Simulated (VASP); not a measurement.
# Ag (Fm-3m) in VASP: further runs

Aim: see how the results for Ag move with the level of theory and the settings. Levels: LDA, RPBE. Tasks: single point.

All numbers are computed with VASP 6.6.1; they aren't measurements. Logs are shortened: lines on timing, memory, paths and dates and some standing lists are left out, and cuts for length are marked.

## (1) The cell of the first run

It takes space group Fm-3m (No. 225, cubic). Conventional cell: a = 4.139 Å, b = 4.139 Å, c = 4.139 Å, α = 90.00°, β = 90.00°, γ = 90.00°. Ag (site symmetry m-3m) has 12 Ag at 2.93 Å within 3.9 Å.

## (2) Single point, LDA

File INCAR:

```
PREC     = Accurate       # precision mode
ENCUT    = 520            # plane-wave cutoff, eV
EDIFF    = 1E-6           # SCF threshold, eV
ISMEAR   = -1             # smearing method
SIGMA    = 0.05           # smearing width, eV
LREAL    = False          # projectors in reciprocal space
LASPH    = True           # aspherical terms in the spheres
NELM     = 100            # most SCF steps
ALGO     = Fast           # electronic algorithm
ISIF     = 2              # what is computed and relaxed
LWAVE    = False          # write WAVECAR
LCHARG   = False          # write CHGCAR
NBANDS   = 12             # bands
```

File KPOINTS:

```
regular mesh
0
Gamma
  11 11 11
```

File POSCAR:

```
Ag
1.0
    0.0000000000      2.0696313722      2.0696313722
    2.0696313722      0.0000000000      2.0696313722
    2.0696313722      2.0696313722      0.0000000000
Ag
1
Direct
    0.0000000000      0.0000000000      0.0000000000
```

Potentials or basis: VASP PAW LDA potentials, release 64 (Ag).

Run with:

```bash
$ cat potpaw_LDA.64/Ag/POTCAR > POTCAR
$ mpirun -np 1 vasp_std > vasp.out
```

OUTCAR:

```text
PREC = Accurate
   ENCUT = 520
   EDIFF = 1E-6
   ISMEAR = -1
   LREAL = False
   LASPH = True
   NELM = 100
   ISIF = 2

 ion  position               nearest neighbor table
   1  0.000  0.000  0.000-

  LATTYP: Found a face centered cubic cell.
 ALAT       =     4.1392627444

  Lattice vectors:

 A1 = (   0.0000000000,   2.0696313722,   2.0696313722)
 A2 = (   2.0696313722,   0.0000000000,   2.0696313722)
 A3 = (   2.0696313722,   2.0696313722,   0.0000000000)

Analysis of symmetry for initial positions (statically):
=====================================================================
 Subroutine PRICEL returns:
 Original cell was already a primitive cell.

 Routine SETGRP: Setting up the symmetry group for a
 face centered cubic supercell.

 Subroutine GETGRP returns: Found 48 space group operations
 (whereof 48 operations were pure point group operations)
 out of a pool of 48 trial point group operations.

The static configuration has the point symmetry O_h .

Analysis of symmetry for dynamics (positions and initial velocities):
=====================================================================
 Subroutine PRICEL returns:
 Original cell was already a primitive cell.

 Routine SETGRP: Setting up the symmetry group for a
 face centered cubic supercell.

 Subroutine GETGRP returns: Found 48 space group operations
 (whereof 48 operations were pure point group operations)
 out of a pool of 48 trial point group operations.

The dynamic configuration has the point symmetry O_h .

 Subroutine INISYM returns: Found 48 space group operations
 (whereof 48 operations are pure point group operations),
 and found     1 'primitive' translations

----------------------------------------------------------------------------------------

                                     Primitive cell

  volume of cell :      17.7300

  direct lattice vectors                    reciprocal lattice vectors
     0.000000000  2.069631372  2.069631372    -0.241588916  0.241588916  0.241588916
     2.069631372  0.000000000  2.069631372     0.241588916 -0.241588916  0.241588916
     2.069631372  2.069631372  0.000000000     0.241588916  0.241588916 -0.241588916

  length of vectors
     2.926900756  2.926900756  2.926900756     0.418444277  0.418444277  0.418444277

  position of ions in fractional coordinates (direct lattice)
     0.000000000  0.000000000  0.000000000

  ion indices of the primitive-cell ions
   primitive index   ion index
[... 75 lines left out ...]
   EDIFFG = 0.1E-04   stopping-criterion for IOM
   NSW    =      0    number of steps for IOM
   IBRION =     -1    ionic relax: 0-MD 1-quasi-New 2-CG
   NFREE  =      0    steps in history (QN), initial steepest desc. (CG)
   ISIF   =      2    stress and relaxation
   ISYM   =      2    0-nonsym 1-usesym 2-fastsym
   POTIM  = 0.5000    time-step for ionic-motion
   TEBEG  =    0.0;   TEEND  =   0.0 temperature during run
   PSTRESS=    0.0 pullay stress
   NELECT =      11.0000    total number of electrons
   NUPDOWN=      -1.0000    fix difference up-down
   EMIN   =  10.00;   EMAX   =-10.00  energy-range for DOS
   EFERMI =   0.00;   METHOD = LEGACY
   ISMEAR =    -1;   SIGMA  =   0.05  broadening in eV -4-tet -1-fermi 0-gaus
   EFERMI_NEDOS =   21; number of points for ismear=-14 and -15
   IALGO  =     68    algorithm
   IMIX   =      4    mixing-type and parameters
     AMIX     =   0.40;   BMIX     =  1.00
     AMIX_MAG =   1.60;   BMIX_MAG =  1.00
  volume/ion in A,a.u.               =      17.73       119.65
  Fermi-wavevector in a.u.,A,eV,Ry     =   1.396270  2.638568 26.525508  1.949570
  Thomas-Fermi vector in A             =   2.519641
   LORBIT       =      0    0 simple, 1 ext, 2 COOP (PROOUT), +10 PAW based schemes
   GGA     = CA    functional components
   LHFCALC =     F    Hartree Fock is set to
   AEXX    =    0.0000 exact exchange contribution
   IVDW    =     0    specifies the selected vdW correction
   LEPSILON=     F    determine dielectric tensor
   LRPA    =     F    only Hartree local field effects (RPA)
 non-spin polarized calculation
 RMM-DIIS sequential band-by-band and
  energy-cutoff  :      520.00
  volume of cell :       17.73
 maximum number of plane-waves:       531
 NGX is ok and might be reduce to    24
   NGX = 11   NGY = 11   NGZ = 11

 number of electron      10.9999999 magnetization

 Free energy of the ion-electron system (eV)
  ---------------------------------------------------
  ext. energy  EPLUGINS =         0.00000000
  ---------------------------------------------------
  free energy    TOTEN  =        -3.72373253 eV

  energy without entropy =       -3.72021153  energy(sigma->0) =       -3.72197203

 E-fermi :   7.8481     XC(G=0): -12.3558

 val. band max:        7.5038723381   @ k =   0.4545   0.2727   0.0000
 cond. band min:       7.8508006124   @ k =  -0.4545   0.0909   0.0000
 fundamental gap:      0.3469282743
 Fermi energy:         7.8481479198

 k-point     1 :       0.0000    0.0000    0.0000
  band No.  band energies     occupation
      1       0.0637      2.00000
      2       2.9674      2.00000
      3       2.9674      2.00000
      4       2.9674      2.00000
      5       3.9507      2.00000
      6       3.9507      2.00000
      7      23.5439      0.00000
      8      26.8089      0.00000
      9      26.8089      0.00000
     10      26.8089      0.00000
     11      31.7397      0.00000
     12      32.4673      0.00000
[... 331 lines left out ...]
 k-point    24 :      -0.1818    0.1818    0.0000
  band No.  band energies     occupation
      1       2.0528      2.00000
      2       2.5933      2.00000
      3       3.1791      2.00000
      4       3.5499      2.00000
      5       3.5863      2.00000
      6       5.0329      2.00000
      7      19.1952      0.00000
      8      19.5952      0.00000
      9      25.9163      0.00000
     10      27.7297      0.00000
     11      28.1044      0.00000
     12      31.4909      0.00000

 [... further k-points ...]
[... 5 lines left out ...]
  --------------------------------------------------------------------------------------
  -------------------------------------------------------------------------------------
  Total       -1.1677751     -1.1677751     -1.1677751     -0.0000000      0.0000000      0.0000000
  in kB     -105.5263181   -105.5263181   -105.5263181     -0.0000000      0.0000000      0.0000000
  external PRESSURE =    -105.5263181 kB  Pullay stress =       0.0000000 kB

 VOLUME and BASIS-vectors are now :
 -----------------------------------------------------------------------------
  energy-cutoff  :      520.00
  volume of cell :       17.73
      direct lattice vectors                 reciprocal lattice vectors
     0.000000000  2.069631372  2.069631372    -0.241588916  0.241588916  0.241588916
     2.069631372  0.000000000  2.069631372     0.241588916 -0.241588916  0.241588916
     2.069631372  2.069631372  0.000000000     0.241588916  0.241588916 -0.241588916

 POSITION                                       TOTAL-FORCE (eV/Angst)
 -----------------------------------------------------------------------------------
      0.00000      0.00000      0.00000         0.000000      0.000000      0.000000
 -----------------------------------------------------------------------------------
    total drift:                               -0.000000      0.000000     -0.000000

  FREE ENERGIE OF THE ION-ELECTRON SYSTEM (eV)
  ---------------------------------------------------
  free  energy   TOTEN  =        -3.7237325287 eV

  energy  without entropy=       -3.7202115250  energy(sigma->0) =       -3.72197203
```

OSZICAR:

```text
N       E                     dE             d eps       ncg     rms          rms(c)
DAV:   1     0.524445236835E+02    0.52445E+02   -0.54384E+03  1344   0.821E+02
DAV:   2    -0.322012035093E+01   -0.55665E+02   -0.52701E+02  1536   0.195E+02
DAV:   3    -0.402588784787E+01   -0.80577E+00   -0.80547E+00  1596   0.251E+01
DAV:   4    -0.402841778845E+01   -0.25299E-02   -0.25298E-02  1560   0.147E+00
DAV:   5    -0.402843929477E+01   -0.21506E-04   -0.21507E-04  1616   0.119E-01    0.494E+00
RMM:   6    -0.373623687970E+01    0.29220E+00   -0.46247E-01  1356   0.602E+00    0.312E+00
RMM:   7    -0.372785627943E+01    0.83806E-02   -0.69261E-03  1488   0.937E-01    0.183E+00
RMM:   8    -0.372372932713E+01    0.41270E-02   -0.84534E-04  1555   0.330E-01    0.163E-01
RMM:   9    -0.372373539385E+01   -0.60667E-05   -0.97245E-05  1616   0.817E-02    0.422E-02
RMM:  10    -0.372373274539E+01    0.26485E-05   -0.17880E-05  1596   0.332E-02    0.188E-02
RMM:  11    -0.372373252868E+01    0.21671E-06   -0.47372E-06  1348   0.138E-02
   1 F= -.37237325E+01 E0= -.37219720E+01  d E =-.352100E-02
```

stdout:

```text
POSCAR found type information on POSCAR Ag
 POSCAR found :  1 types and       1 ions
 scaLAPACK will be used
 LDA part: xc-table for (Slater(with rela. corr.)+CA(PZ))
 , standard interpolation
 POSCAR, INCAR and KPOINTS ok, starting setup
 FFT: planning ... GRIDC
 FFT: planning ... GRID_SOFT
 FFT: planning ... GRID
 WAVECAR not read
 entering main loop
```

Run time: 15 s. Hardware: 1 thread of Intel Xeon 8259CL, shared host; peak memory 0.13 GiB.

Results:

```
Free energy : -3.7237 eV
Pressure    : -10.6 GPa
```

## (3) Single point, LDA

This run uses another cell than the first one, of 18.07 Å³/atom, 1.019 times its volume.

File INCAR:

```
SYSTEM = Ag
PREC = Accurate
ENCUT = 520
EDIFF = 1E-6
ISMEAR = -1
SIGMA = 0.05
LREAL = .False.
LASPH = .True.
NELM = 80
ALGO = Normal
ISIF = 2
LWAVE = .False.
LCHARG = .False.
GGA = CA
NBANDS = 12
```

File KPOINTS:

```
regular mesh
0
Gamma
  11 11 11
  0 0 0
```

File POSCAR:

```
Ag
1.0
    0.0000000000      2.0828140930      2.0828140930
    2.0828140930      0.0000000000      2.0828140930
    2.0828140930      2.0828140930      0.0000000000
Ag
1
Direct
    0.0000000000      0.0000000000      0.0000000000
```

Potentials or basis: VASP PAW LDA potentials, release 64 (Ag).

Run with:

```bash
$ cat potpaw_LDA.64/Ag/POTCAR > POTCAR
$ mpirun -np 1 vasp_std > vasp.out
```

It took 13 s on 1 thread of Intel Xeon 8259CL, shared host; peak memory 0.13 GiB.

It converged, with:

* Free energy: -3.6998 eV
* Pressure: -11.9 GPa

Levels at points of the mesh, in eV from the Fermi level:
| k point | band 2 | band 3 | band 4 | band 5 | band 6 | band 7 | band 8 | band 9 | band 10 | band 11 |
| --- | --- | --- | --- | --- | --- | --- | --- | --- | --- | --- |
| (0.00, 0.00, 0.00) | -4.82 | -4.82 | -4.82 | -3.87 | -3.87 | 15.64 | 18.79 | 18.79 | 18.79 | 23.68 |

## (4) Single point, RPBE

This run uses another cell than the first one, of 18.67 Å³/atom, 1.053 times its volume.

File INCAR:

```
ALGO     = Normal         # electronic algorithm
EDIFF    = 1E-7           # SCF threshold, eV
ENCUT    = 520            # plane-wave cutoff, eV
GGA      = RP             # functional
ISIF     = 2              # what is computed and relaxed
ISMEAR   = -1             # smearing method
LASPH    = True           # aspherical terms in the spheres
LCHARG   = True           # write CHGCAR
LELF     = True           # ELF
LREAL    = False          # projectors in reciprocal space
LVHAR    = True         
LWAVE    = False          # write WAVECAR
NBANDS   = 12             # bands
NELM     = 80             # most SCF steps
PREC     = Accurate       # precision mode
SIGMA    = 0.05           # smearing width, eV
```

File KPOINTS:

```
k-points
0
Gamma
  11 11 11
```

File POSCAR:

```
Ag
1.0
    0.0000000000      2.1057062241      2.1057062241
    2.1057062241      0.0000000000      2.1057062241
    2.1057062241      2.1057062241      0.0000000000
Ag
1
Direct
    0.0000000000      0.0000000000      0.0000000000
```

Potentials or basis: VASP PAW PBE potentials, release 64 (Ag).

Run with:

```bash
$ cat potpaw_PBE.64/Ag/POTCAR > POTCAR
$ mpirun -np 1 vasp_std > vasp.out
```

Run time: 18 s. Hardware: 1 thread of Intel Xeon 8259CL, shared host; peak memory 0.14 GiB.

It converged, with:

```
Free energy : -2.2018 eV
Pressure    : -0.1 GPa
```

Levels at points of the mesh, in eV from the Fermi level:
```csv
k point,band 3,band 4,band 5,band 6,band 7,band 8,band 9,band 10
"(0.00, 0.00, 0.00)",-4.82,-4.82,-3.94,-3.94,15.49,18.57,18.57,18.57
```

Caveat: the PAW data sets were made with another functional, which shifts forces and pressure a little.

## (5) Summary

```tsv
level	potentials or basis	cell	gap on the mesh (eV)	pressure (GPa)
LDA	VASP PAW LDA potentials, release 64 (Ag)	a = 2.927 Å, angles 60.0°, 1 atom	none	-10.6
LDA	VASP PAW LDA potentials, release 64 (Ag)	a = 2.946 Å, angles 60.0°, 1 atom	none	-11.9
RPBE	VASP PAW PBE potentials, release 64 (Ag)	a = 2.978 Å, angles 60.0°, 1 atom	none	-0.1
```

Alike in all rows: task single point; no spin polarisation; k mesh 11 × 11 × 11; cutoff (eV) 520; smearing fermi-dirac 0.05 eV.

Caveats: the PAW data sets were made with another functional, which shifts forces and pressure a little (some runs).

Absolute energies hang on the potentials; compare differences alone.
